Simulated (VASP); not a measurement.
Input of a VASP 6.6.1 run:

The input INCAR:

```
ALGO = Normal
DIPOL = 0.5 0.5 0.502
EDIFF = 1E-6
ENCUT = 520
GGA = PE
IDIPOL = 3
ISIF = 2
ISMEAR = 0
LASPH = True
LCHARG = False
LDIPOL = True
LREAL = False
LWAVE = False
NBANDS = 72
NELM = 60
PREC = Accurate
SIGMA = 0.05
```

Contents of KPOINTS:

```
k-points
0
Gamma
  7 5 1
```

The input POSCAR:

```
SnO
1.0
    3.8020000000      0.0000000000      0.0000000000
    0.0000000000      4.8360000000      0.0000000000
    0.0000000000      0.0000000000     27.5050002177
Sn O
6 6
Direct
    0.0000000000      0.2385000000      0.3272132314
    0.5000000000      0.7615000000      0.3963279408
    0.0000000000      0.2385000000      0.4654426503
    0.5000000000      0.7617563108      0.5364519950
    0.0000000000      0.2304225414      0.6113958589
    0.5000000000      0.7665119331      0.6773831746
    0.5000000000      0.0000000000      0.3272132314
    0.0000000000      0.0000000000      0.3963279408
    0.5000000000      0.0000000000      0.4654426503
    0.0000000000      0.0073453276      0.5376399531
    0.5000000000     -0.0148311290      0.6082962183
    0.0000000000     -0.0065208009      0.6784954621
```

Potentials or basis: VASP PAW PBE potentials, release 64 (Sn_d, O).

The run is started by

```sh
$ cat potpaw_PBE.64/Sn_d/POTCAR potpaw_PBE.64/O/POTCAR > POTCAR
$ mpirun -np 1 vasp_std > vasp.out
```

**Question.** Predict the band gap on the k mesh.

**Answer.** 0.71 eV (least direct gap 1.76 eV).

**Question.** Predict the largest force.

**Answer.** 0.778 eV/Å.

Forces in eV/Å, atoms in the order of the input:
```
Sn   0.000 -0.662  0.246
Sn   0.000  0.013 -0.778
Sn   0.000  0.327  0.260
Sn   0.000 -0.083 -0.005
Sn   0.000  0.083  0.000
Sn   0.000 -0.058  0.022
O    0.000  0.246  0.060
O    0.000  0.267  0.016
O    0.000 -0.154  0.142
O    0.000  0.019  0.024
O    0.000 -0.006  0.014
O    0.000  0.008 -0.002
```

Caveat: spin-orbit coupling is left out, which moves the levels of the heavy elements.
